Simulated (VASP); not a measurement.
# LiAl2 (P4/mmm) in VASP: a series of runs, part 3 of 3

VASP 6.6.1.

**5. Relaxation of cell and atoms, PBE (atoms taken out)**

INCAR reads:

```
ALGO     = Fast           # electronic algorithm
EDIFF    = 1E-7           # SCF threshold, eV
EDIFFG   = -0.01          # ionic threshold
ENCUT    = 600            # plane-wave cutoff, eV
GGA      = PE             # functional
IBRION   = 2              # ionic algorithm
ISIF     = 3              # what is computed and relaxed
ISMEAR   = 0              # smearing method
LASPH    = T              # aspherical terms in the spheres
LCHARG   = F              # write CHGCAR
LREAL    = F              # projectors in reciprocal space
LWAVE    = F              # write WAVECAR
NELM     = 60             # most SCF steps
NSW      = 100            # ionic steps
PREC     = Accurate       # precision mode
SIGMA    = 0.1            # smearing width, eV
```

KPOINTS reads:

```
k-points
0
Gamma
  14 14 10
```

POSCAR reads:

```
LiAl2
1.0
    3.4527883419      0.0000000000      0.0000000000
    0.0000000000      3.4527883419      0.0000000000
    0.0000000000      0.0000000000      4.8709100649
Li Al
1 2
Direct
    0.0000000000      0.0000000000      0.0000000000
    0.5000000000      0.5000000000      0.0000000000
    0.0000000000      0.0000000000      0.5000000000
```

Potentials or basis: VASP PAW PBE potentials, release 64 (Li_sv, Al).

Run with:

```bash
$ cat potpaw_PBE.64/Li_sv/POTCAR potpaw_PBE.64/Al/POTCAR > POTCAR
$ mpirun -np 1 vasp_std > vasp.out
```

OUTCAR:

```text
EDIFF = 1E-7
   EDIFFG = -0.01
   ENCUT = 600
   GGA = PE
   IBRION = 2
   ISIF = 3
   ISMEAR = 0
   LASPH = T
   LREAL = F
   NELM = 60
   NSW = 100
   PREC = Accurate

 ion  position               nearest neighbor table
   1  0.000  0.000  0.000-   3 2.44   3 2.44   2 2.44   2 2.44   2 2.44   2 2.44
   2  0.500  0.500  0.000-   1 2.44   1 2.44   1 2.44   1 2.44
   3  0.000  0.000  0.500-   1 2.44   1 2.44

  LATTYP: Found a simple tetragonal cell.
 ALAT       =     3.4527883419
 C/A-ratio  =     1.4107178265

  Lattice vectors:

 A1 = (   3.4527883419,   0.0000000000,   0.0000000000)
 A2 = (   0.0000000000,   3.4527883419,   0.0000000000)
 A3 = (   0.0000000000,   0.0000000000,   4.8709100649)

Analysis of symmetry for initial positions (statically):
=====================================================================
 Subroutine PRICEL returns:
 Original cell was already a primitive cell.

 Routine SETGRP: Setting up the symmetry group for a
 simple tetragonal supercell.

 Subroutine GETGRP returns: Found 16 space group operations
 (whereof 16 operations were pure point group operations)
 out of a pool of 16 trial point group operations.

The static configuration has the point symmetry D_4h.

Analysis of symmetry for dynamics (positions and initial velocities):
=====================================================================
 Subroutine PRICEL returns:
 Original cell was already a primitive cell.

 Routine SETGRP: Setting up the symmetry group for a
 simple tetragonal supercell.

 Subroutine GETGRP returns: Found 16 space group operations
 (whereof 16 operations were pure point group operations)
 out of a pool of 16 trial point group operations.

The dynamic configuration has the point symmetry D_4h.

 Subroutine INISYM returns: Found 16 space group operations
 (whereof 16 operations are pure point group operations),
 and found     1 'primitive' translations

----------------------------------------------------------------------------------------

                                     Primitive cell

  volume of cell :      58.0698

  direct lattice vectors                    reciprocal lattice vectors
     3.452788342  0.000000000  0.000000000     0.289620996  0.000000000  0.000000000
     0.000000000  3.452788342  0.000000000     0.000000000  0.289620996  0.000000000
     0.000000000  0.000000000  4.870910065     0.000000000  0.000000000  0.205300444

  length of vectors
     3.452788342  3.452788342  4.870910065     0.289620996  0.289620996  0.205300444

  position of ions in fractional coordinates (direct lattice)
     0.000000000  0.000000000  0.000000000
     0.500000000  0.500000000  0.000000000
     0.000000000  0.000000000  0.500000000

  ion indices of the primitive-cell ions
   primitive index   ion index
                 1           1
                 2           2
                 3           3

----------------------------------------------------------------------------------------

 KPOINTS: k-points

Automatic generation of k-mesh.
 Grid dimensions read from file:
 generate k-points for:   14   14   10

[... 49 lines left out ...]
   dimension x,y,z NGXF=    56 NGYF=   56 NGZF=   80
   ions per type =               1   2
   NGX,Y,Z   is equivalent  to a cutoff of  13.48, 13.48, 13.65 a.u.
   NGXF,Y,Z  is equivalent  to a cutoff of  26.96, 26.96, 27.30 a.u.
 SYSTEM =  unknown system
   PREC   = accura    normal or accurate (medium, high low for compatibility)
   ISTART =      0    job   : 0-new  1-cont  2-samecut
   ICHARG =      2    charge: 1-file 2-atom 10-const
   ISPIN  =      1    spin polarized calculation?
   LNONCOLLINEAR =      F non collinear calculations
   LSORBIT =      F    spin-orbit coupling
   LASPH  =      T    aspherical Exc in radial PAW
   ENCUT  =  600.0 eV  44.10 Ry    6.64 a.u.   6.90  6.90  9.73*2*pi/ulx,y,z
   NELM   =     60;   NELMIN=  2; NELMDL= -5     # of ELM steps
   EDIFF  = 0.1E-06   stopping-criterion for ELM
   LREAL  =      F    real-space projection
   EDIFFG = -.1E-01   stopping-criterion for IOM
   NSW    =    100    number of steps for IOM
   IBRION =      2    ionic relax: 0-MD 1-quasi-New 2-CG
   NFREE  =      1    steps in history (QN), initial steepest desc. (CG)
   ISIF   =      3    stress and relaxation
   ISYM   =      2    0-nonsym 1-usesym 2-fastsym
   POTIM  = 0.5000    time-step for ionic-motion
   TEBEG  =    0.0;   TEEND  =   0.0 temperature during run
   PSTRESS=    0.0 pullay stress
   NELECT =       9.0000    total number of electrons
   NUPDOWN=      -1.0000    fix difference up-down
   EMIN   =  10.00;   EMAX   =-10.00  energy-range for DOS
   EFERMI =   0.00;   METHOD = LEGACY
   ISMEAR =     0;   SIGMA  =   0.10  broadening in eV -4-tet -1-fermi 0-gaus
   EFERMI_NEDOS =   21; number of points for ismear=-14 and -15
   IALGO  =     68    algorithm
   IMIX   =      4    mixing-type and parameters
     AMIX     =   0.40;   BMIX     =  1.00
     AMIX_MAG =   1.60;   BMIX_MAG =  1.00
  volume/ion in A,a.u.               =      19.36       130.62
  Fermi-wavevector in a.u.,A,eV,Ry     =   0.879371  1.661771 10.521304  0.773294
  Thomas-Fermi vector in A             =   1.999586
   LORBIT       =      0    0 simple, 1 ext, 2 COOP (PROOUT), +10 PAW based schemes
   GGA     = PE    functional components
   LHFCALC =     F    Hartree Fock is set to
   AEXX    =    0.0000 exact exchange contribution
   IVDW    =     0    specifies the selected vdW correction
   LEPSILON=     F    determine dielectric tensor
   LRPA    =     F    only Hartree local field effects (RPA)
 conjugate gradient relaxation of ions
 non-spin polarized calculation
 RMM-DIIS sequential band-by-band and
 Gauss-broadening in eV      SIGMA  =   0.10
  energy-cutoff  :      600.00
  volume of cell :       58.07
 maximum number of plane-waves:      1964
 NGX is ok and might be reduce to    28
   NGX = 13   NGY = 13   NGZ = 19

--------------------------------------- Ionic step        1  -------------------------------------------

 number of electron       9.0000002 magnetization

 Free energy of the ion-electron system (eV)
  ---------------------------------------------------
  ext. energy  EPLUGINS =         0.00000000
  ---------------------------------------------------
  free energy    TOTEN  =        -7.73270180 eV

  energy without entropy =       -7.72435265  energy(sigma->0) =       -7.72852723

------------------------ aborting loop EDIFF was not reached (unconverged)  ----------------------------

  FORCE on cell =-STRESS in cart. coord.  units (eV):
  Direction    XX          YY          ZZ          XY          YZ          ZX
  --------------------------------------------------------------------------------------
  -------------------------------------------------------------------------------------
  Total        0.0122179      0.0122179      0.2767537      0.0000000      0.0000000     -0.0000000
  in kB        0.3370974      0.3370974      7.6357916      0.0000000      0.0000000     -0.0000000
  external PRESSURE =       2.7699955 kB  Pullay stress =       0.0000000 kB
[... 172 lines left out ...]
--------------------------------------- Ionic step        6  -------------------------------------------

 number of electron       9.0000004 magnetization

 Free energy of the ion-electron system (eV)
  ---------------------------------------------------
  ext. energy  EPLUGINS =         0.00000000
  ---------------------------------------------------
  free energy    TOTEN  =        -7.73754208 eV

  energy without entropy =       -7.72993983  energy(sigma->0) =       -7.73374095

 E-fermi :   4.1880     XC(G=0):  -8.8280

 val. band max:        4.1725026603   @ k =   0.5000   0.1429   0.1000
 cond. band min:       4.1954394656   @ k =   0.2143   0.2143   0.5000
 fundamental gap:      0.0229368052
 Fermi energy:         4.1879561925

 k-point     1 :       0.0000    0.0000    0.0000
  band No.  band energies     occupation
      1     -41.6816      2.00000
      2      -3.8400      2.00000
      3       1.5064      2.00000
      4       1.8124      2.00000
      5       6.4682      0.00000
      6       6.4682      0.00000
      7       8.5658      0.00000
      8      10.1602      0.00000
[... 243 lines left out ...]
 k-point    24 :       0.3571    0.2143    0.0000
  band No.  band energies     occupation
      1     -41.6790      2.00000
      2      -1.9129      2.00000
      3       1.1128      2.00000
      4       3.4497      2.00000
      5       3.5397      2.00000
      6       5.4991      0.00000
      7       6.8518      0.00000
      8       6.9345      0.00000

 [... further k-points ...]

------------------------ aborting loop because EDIFF is reached ----------------------------------------

  FORCE on cell =-STRESS in cart. coord.  units (eV):
  Direction    XX          YY          ZZ          XY          YZ          ZX
  --------------------------------------------------------------------------------------
  -------------------------------------------------------------------------------------
  Total       -0.0198406     -0.0198406     -0.0057790      0.0000000      0.0000000      0.0000000
  in kB       -0.5414330     -0.5414330     -0.1577038      0.0000000      0.0000000      0.0000000
  external PRESSURE =      -0.4135233 kB  Pullay stress =       0.0000000 kB
[... 18 lines left out ...]
  FREE ENERGIE OF THE ION-ELECTRON SYSTEM (eV)
  ---------------------------------------------------
  free  energy   TOTEN  =        -7.7375420781 eV

  energy  without entropy=       -7.7299398281  energy(sigma->0) =       -7.73374095

 reached required accuracy - stopping structural energy minimisation
```

Wall time 13 min (1 thread of Oxide Virtual Turin-like, shared host); peak memory 0.25 GiB.

Results:

| Quantity | Value |
| --- | --- |
| Free energy | -7.7375 eV |
| Relaxed volume | 19.57 Å³/atom |
| Relaxed cell | a = 3.451 Å, b = 3.451 Å, c = 4.929 Å, α = 90.00°, β = 90.00°, γ = 90.00° |
| Space group after relaxing (to 0.1 Å) | P4/mmm (No. 123) |
| Energy gained by relaxing | 1.6 meV/atom |
| Ionic steps | 6 |
| Pressure after relaxing | 0.0 GPa |
| Band gap on the k mesh | zero (an odd number of electrons rules out a gap without spin polarisation) |

The path:
| step | energy change (eV) | largest force (eV/Å) | pressure (GPa) | volume (Å³) |
| --- | --- | --- | --- | --- |
| 1 | 0.0000 | 0.0000 | 0.28 | 58.07 |
| 2 | -0.0041 | 0.0000 | 0.14 | 58.35 |
| 3 | -0.0047 | 0.0000 | -0.17 | 58.97 |
| 4 | -0.0048 | 0.0000 | -0.07 | 58.78 |
| 5 | -0.0048 | 0.0000 | -0.08 | 58.80 |
| 6 | -0.0048 | 0.0000 | -0.04 | 58.71 |

Final structure:
```xyz
3
Lattice="3.4513 0.0000 0.0000 0.0000 3.4513 0.0000 0.0000 0.0000 4.9290" Properties=species:S:1:pos:R:3 pbc="T T T"
Li    0.0000    0.0000    0.0000
Al    1.7256    1.7256    0.0000
Al    0.0000    0.0000    2.4645
```

Levels at points of the mesh, in eV from the Fermi level:
```
           k point  band 2  band 3  band 4  band 5  band 6  band 7  band 8
(0.00, 0.00, 0.00)   -8.03   -2.68   -2.38    2.28    2.28    4.38    5.97
(0.50, 0.00, 0.00)   -5.54   -5.01   -0.34    0.69    0.90    0.94    4.76
(0.50, 0.50, 0.00)   -2.70   -2.70   -2.30   -2.19    1.47    2.57    2.57
(0.00, 0.00, 0.50)   -6.65   -6.64    2.98    2.98    3.80    4.16    4.73
(0.50, 0.00, 0.50)   -4.87   -4.37   -2.87   -2.68    5.57    5.83    5.86
(0.50, 0.50, 0.50)   -2.16   -1.89   -1.89   -1.75   -0.32   -0.32    1.02
```

Caveat: the cell differs from its parent crystal (atoms taken out); the cutoff is under 1.25 times the usual one of these potentials, so pressure, stress and relaxed cells hold a basis-set (Pulay) error.

**6. Overview**

```csv
task,level,cell,cutoff (eV),gap on the mesh (eV)
single point,PBE+D3(BJ),"a = 3.453, b = 3.453, c = 4.871 Å, 3 atoms",520,none
single point,PBE,"a = 3.450, b = 3.450, c = 4.929 Å, 3 atoms",520,none
single point,PBE+D3(BJ),"a = 3.376, b = 3.376, c = 4.830 Å, 3 atoms",520,none
relaxation of cell and atoms,PBE,"relaxed from a = 3.453, b = 3.453, c = 4.871 Å, 3 atoms",600,none
```

Alike in all rows: potentials or basis VASP PAW PBE potentials, release 64 (Li_sv, Al); no spin polarisation; k mesh 14 × 14 × 10; smearing gaussian 0.1 eV.

Caveats: the cutoff is under 1.25 times the usual one of these potentials, so pressure, stress and relaxed cells hold a basis-set (Pulay) error; three body term missing (at least some runs).

Total energies depend on the potentials used, so only differences within one code and one set of settings carry meaning.

The gap in the log of VASP goes by the Fermi energy; the results here count the filled bands.